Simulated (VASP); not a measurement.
**BaTiO3: relaxation of cell and atoms with PBEsol**

BaTiO3:

```xyz
5
Lattice="2.8632 1.6531 2.3565 -2.8632 1.6531 2.3565 0.0000 -3.3061 2.3565" Properties=species:S:1:pos:R:3 pbc="T T T"
Ba    0.0000    0.0000   -0.0382
Ti    0.0000    0.0000    3.3959
O     0.0000    1.6179    2.4608
O    -1.4011   -0.8089    2.4608
O     1.4011   -0.8089    2.4608
```

* Program: VASP 6.6.1
* Task: relaxation of cell and atoms
* Functional: PBEsol
* Potentials or basis: VASP PAW PBE potentials, release 64 (Ba_sv, Ti_sv, O)
* Cutoff: 600 eV
* k mesh: 6 × 6 × 6
* Occupations: fermi-dirac, width 0.02 eV
* Spin: no spin polarisation
* Dipole correction: no
* Further INCAR settings: ALGO = Normal; EDIFF = 1e-06; IBRION = 2; EDIFFG = -0.005; NSW = 80; ISIF = 3

```yaml
Relaxed_volume: 12.84 Å³/atom
Relaxed_cell: a = 4.004 Å, b = 4.004 Å, c = 4.004 Å, α = 89.86°, β = 89.86°, γ = 89.86°
Space_group_after_relaxing_to_0.1_Å: R3m (No. 160)
Energy_gained_by_relaxing: 7.8 meV/atom
Ionic_steps: 20
Pressure_after_relaxing: 0.0 GPa
Largest_force_after_relaxing: 0.004 eV/Å
Band_gap_on_the_k_mesh: 2.28 eV (least direct gap 2.66 eV)
```

Forces in eV/Å, atoms in the order of the input:
```
Ba   0.000  0.000 -0.001
Ti   0.000  0.000  0.004
O    0.000  0.003 -0.001
O   -0.002 -0.001 -0.001
O    0.002 -0.001 -0.001
```

Step by step:
| step | energy change (eV) | largest force (eV/Å) | pressure (GPa) | volume (Å³) |
| --- | --- | --- | --- | --- |
| 1 | 0.0000 | 0.0413 | -4.36 | 66.92 |
| 2 | -0.0003 | 0.7038 | 4.67 | 63.45 |
| 3 | -0.0249 | 0.3410 | -0.07 | 65.15 |
| 4 | -0.0338 | 0.1780 | 0.01 | 64.68 |
| 5 | -0.0365 | 0.1158 | 0.33 | 64.14 |
| 6 | -0.0366 | 0.1113 | 0.32 | 64.21 |
| 7 | -0.0378 | 0.0730 | -0.38 | 64.41 |
| 8 | -0.0379 | 0.0666 | -0.48 | 64.45 |
| 9 | -0.0387 | 0.0314 | -0.13 | 64.30 |
| 10 | -0.0387 | 0.0224 | -0.05 | 64.26 |
| 11 | -0.0387 | 0.0265 | 0.01 | 64.25 |
| 12 | -0.0387 | 0.0237 | 0.01 | 64.25 |
| 13 | -0.0388 | 0.0160 | -0.01 | 64.23 |
| 14 | -0.0388 | 0.0089 | -0.01 | 64.21 |
| 15 | -0.0388 | 0.0076 | 0.01 | 64.21 |
| 16 | -0.0388 | 0.0119 | 0.01 | 64.22 |
| 17 | -0.0388 | 0.0093 | 0.01 | 64.22 |
| 18 | -0.0388 | 0.0089 | -0.01 | 64.22 |
| 19 | -0.0388 | 0.0084 | -0.01 | 64.21 |
| 20 | -0.0388 | 0.0043 | -0.01 | 64.21 |

Final structure:
```yaml
crystal:
  lattice:
    - [2.82816, 1.63284, 2.31742]
    - [-2.82816, 1.63284, 2.31742]
    - [0.00000, -3.26568, 2.31742]
  atoms:
    - { symbol: Ba, position: [0.99791, 0.99791, 0.99791] }
    - { symbol: Ti, position: [0.48579, 0.48579, 0.48579] }
    - { symbol: O, position: [0.50940, 0.50940, 0.01670] }
    - { symbol: O, position: [0.01670, 0.50940, 0.50940] }
    - { symbol: O, position: [0.50940, 0.01670, 0.50940] }
```

Levels at points of the mesh, in eV from the valence-band top:
| k point | band 18 | band 19 | band 20 | band 21 | band 22 | band 23 |
| --- | --- | --- | --- | --- | --- | --- |
| (0.00, 0.00, 0.00) | -0.51 | -0.38 | -0.38 | 2.28 | 2.28 | 2.42 |
| (0.50, 0.00, 0.00) | -1.66 | -0.95 | -0.83 | 2.46 | 3.74 | 3.84 |
| (0.50, 0.50, 0.00) | -0.90 | -0.85 | -0.09 | 3.82 | 3.82 | 4.16 |
| (0.50, 0.50, 0.50) | -0.02 | -0.02 | 0.00 | 4.31 | 4.45 | 4.45 |

Wall time 9.1 min on 1 thread of Intel(R) Xeon(R) Platinum 8259CL CPU @ 2.50GHz (Skylake/Cascade Lake) (shared host), peak memory 0.23 GiB.

Caveat: the PAW data sets were made with another functional, which shifts forces and pressure a little; spin-orbit coupling is left out, which moves the levels of the heavy elements. A k mesh can miss the band edges.
